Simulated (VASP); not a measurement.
# Pt (Pm-3m) in VASP: notebook, part 2 of 2

VASP 6.6.1. Earlier steps stand in the parts before.

### Step 3. Single point, PBEsol (volume scaled by 0.68)

File INCAR:

```
SYSTEM = Pt
ALGO = Normal
EDIFF = 1E-6
ENCUT = 520
GGA = PS
ISIF = 2
ISMEAR = -1
LASPH = .True.
LCHARG = .False.
LREAL = .False.
LWAVE = .False.
NBANDS = 11
NELM = 60
PREC = Accurate
SIGMA = 0.1
```

File KPOINTS:

```
k-points
0
Gamma
  15 15 15
  0 0 0
```

File POSCAR:

```
Pt
1.0
    2.2755835305      0.0000000000      0.0000000000
    0.0000000000      2.2755835305      0.0000000000
    0.0000000000      0.0000000000      2.2755835305
Pt
1
Direct
    0.0000000000      0.0000000000      0.0000000000
```

Potentials or basis: VASP PAW PBE potentials, release 64 (Pt).

Started as:

```
$ cat potpaw_PBE.64/Pt/POTCAR > POTCAR
$ mpirun -np 1 vasp_std > vasp.out
```

OUTCAR:

```text
SYSTEM = Pt
   EDIFF = 1E-6
   ENCUT = 520
   GGA = PS
   ISIF = 2
   ISMEAR = -1
   LASPH = .True.
   LREAL = .False.
   NELM = 60
   PREC = Accurate

 ion  position               nearest neighbor table
   1  0.000  0.000  0.000-

  LATTYP: Found a simple cubic cell.
 ALAT       =     2.2755835305

  Lattice vectors:

 A1 = (   2.2755835305,   0.0000000000,   0.0000000000)
 A2 = (   0.0000000000,   2.2755835305,   0.0000000000)
 A3 = (   0.0000000000,   0.0000000000,   2.2755835305)

Analysis of symmetry for initial positions (statically):
=====================================================================
 Subroutine PRICEL returns:
 Original cell was already a primitive cell.

 Routine SETGRP: Setting up the symmetry group for a
 simple cubic supercell.

 Subroutine GETGRP returns: Found 48 space group operations
 (whereof 48 operations were pure point group operations)
 out of a pool of 48 trial point group operations.

The static configuration has the point symmetry O_h .

Analysis of symmetry for dynamics (positions and initial velocities):
=====================================================================
 Subroutine PRICEL returns:
 Original cell was already a primitive cell.

 Routine SETGRP: Setting up the symmetry group for a
 simple cubic supercell.

 Subroutine GETGRP returns: Found 48 space group operations
 (whereof 48 operations were pure point group operations)
 out of a pool of 48 trial point group operations.

The dynamic configuration has the point symmetry O_h .

 Subroutine INISYM returns: Found 48 space group operations
 (whereof 48 operations are pure point group operations),
 and found     1 'primitive' translations

----------------------------------------------------------------------------------------

                                     Primitive cell

  volume of cell :      11.7836
[... 104 lines left out ...]
   IALGO  =     38    algorithm
   IMIX   =      4    mixing-type and parameters
     AMIX     =   0.40;   BMIX     =  1.00
     AMIX_MAG =   1.60;   BMIX_MAG =  1.00
  volume/ion in A,a.u.               =      11.78        79.52
  Fermi-wavevector in a.u.,A,eV,Ry     =   1.549942  2.928965 32.685541  2.402319
  Thomas-Fermi vector in A             =   2.654676
   LORBIT       =      0    0 simple, 1 ext, 2 COOP (PROOUT), +10 PAW based schemes
   GGA     = PS    functional components
   LHFCALC =     F    Hartree Fock is set to
   AEXX    =    0.0000 exact exchange contribution
   IVDW    =     0    specifies the selected vdW correction
   LEPSILON=     F    determine dielectric tensor
   LRPA    =     F    only Hartree local field effects (RPA)
 non-spin polarized calculation
  energy-cutoff  :      520.00
  volume of cell :       11.78
 maximum number of plane-waves:       328
 NGX is ok and might be reduce to    18
   NGX =  9   NGY =  9   NGZ =  9

 number of electron      10.0000001 magnetization

 Free energy of the ion-electron system (eV)
  ---------------------------------------------------
  ext. energy  EPLUGINS =         0.00000000
  ---------------------------------------------------
  free energy    TOTEN  =        -3.80935665 eV

  energy without entropy =       -3.78821540  energy(sigma->0) =       -3.79878602

 E-fermi :  16.5870     XC(G=0): -14.9707

 val. band max:       16.5573072288   @ k =   0.4667   0.3333   0.2667
 cond. band min:      16.6609480745   @ k =   0.4000   0.3333   0.3333
 fundamental gap:      0.1036408457
 Fermi energy:        16.5870245096

 k-point     1 :       0.0000    0.0000    0.0000
  band No.  band energies     occupation
      1       3.4394      2.00000
      2       6.1966      2.00000
      3       6.1966      2.00000
      4      17.4529      0.00035
      5      17.4529      0.00035
      6      17.4529      0.00035
      7      33.8962      0.00000
      8      33.8962      0.00000
      9      33.8962      0.00000
     10      42.2810      0.00000
     11      45.0960      0.00000
[... 309 lines left out ...]
 k-point    24 :       0.3333    0.2000    0.0000
  band No.  band energies     occupation
      1       6.9576      2.00000
      2       8.6414      2.00000
      3      10.5806      2.00000
      4      14.1093      2.00000
      5      14.4400      2.00000
      6      16.0981      1.98506
      7      26.7890      0.00000
      8      33.1676      0.00000
      9      36.1879      0.00000
     10      42.9116      0.00000
     11      44.2882      0.00000

 [... further k-points ...]
[... 5 lines left out ...]
  --------------------------------------------------------------------------------------
  -------------------------------------------------------------------------------------
  Total       16.5213000     16.5213000     16.5213000      0.0000000      0.0000000     -0.0000000
  in kB     2246.3449835   2246.3449835   2246.3449835      0.0000000      0.0000000     -0.0000000
  external PRESSURE =    2246.3449835 kB  Pullay stress =       0.0000000 kB

 VOLUME and BASIS-vectors are now :
 -----------------------------------------------------------------------------
  energy-cutoff  :      520.00
  volume of cell :       11.78
      direct lattice vectors                 reciprocal lattice vectors
     2.275583531  0.000000000  0.000000000     0.439447723  0.000000000  0.000000000
     0.000000000  2.275583531  0.000000000     0.000000000  0.439447723  0.000000000
     0.000000000  0.000000000  2.275583531     0.000000000  0.000000000  0.439447723

 POSITION                                       TOTAL-FORCE (eV/Angst)
 -----------------------------------------------------------------------------------
      0.00000      0.00000      0.00000         0.000000      0.000000      0.000000
 -----------------------------------------------------------------------------------
    total drift:                               -0.000000      0.000000      0.000000

  FREE ENERGIE OF THE ION-ELECTRON SYSTEM (eV)
  ---------------------------------------------------
  free  energy   TOTEN  =        -3.8093566451 eV

  energy  without entropy=       -3.7882153995  energy(sigma->0) =       -3.79878602
```

stdout:

```text
POSCAR found type information on POSCAR Pt
 POSCAR found :  1 types and       1 ions
 scaLAPACK will be used
 -----------------------------------------------------------------------------
|                                                                             |
|                                                                             |
|     You enforced a specific xc type in the INCAR file but a different       |
|     I HOPE YOU KNOW WHAT YOU ARE DOING!                                     |
|                                                                             |
 -----------------------------------------------------------------------------

 LDA part: xc-table for (Slater+PW92), standard interpolation
 POSCAR, INCAR and KPOINTS ok, starting setup
 FFT: planning ... GRIDC
 FFT: planning ... GRID_SOFT
 FFT: planning ... GRID
 WAVECAR not read
 entering main loop
```

It took 9.2 s on 1 thread of Intel Xeon 6975P-C, shared host; peak memory 0.13 GiB.

Results:

```
Free energy            : -3.8094 eV
Pressure               : 224.6 GPa
Band gap on the k mesh : zero (band 5 reaches 20.60 eV, above the bottom of band 6 at 14.49 eV)
```

Caveat: the PAW data sets were made with another functional, which shifts forces and pressure a little; spin-orbit coupling is left out, which moves the levels of the heavy elements.
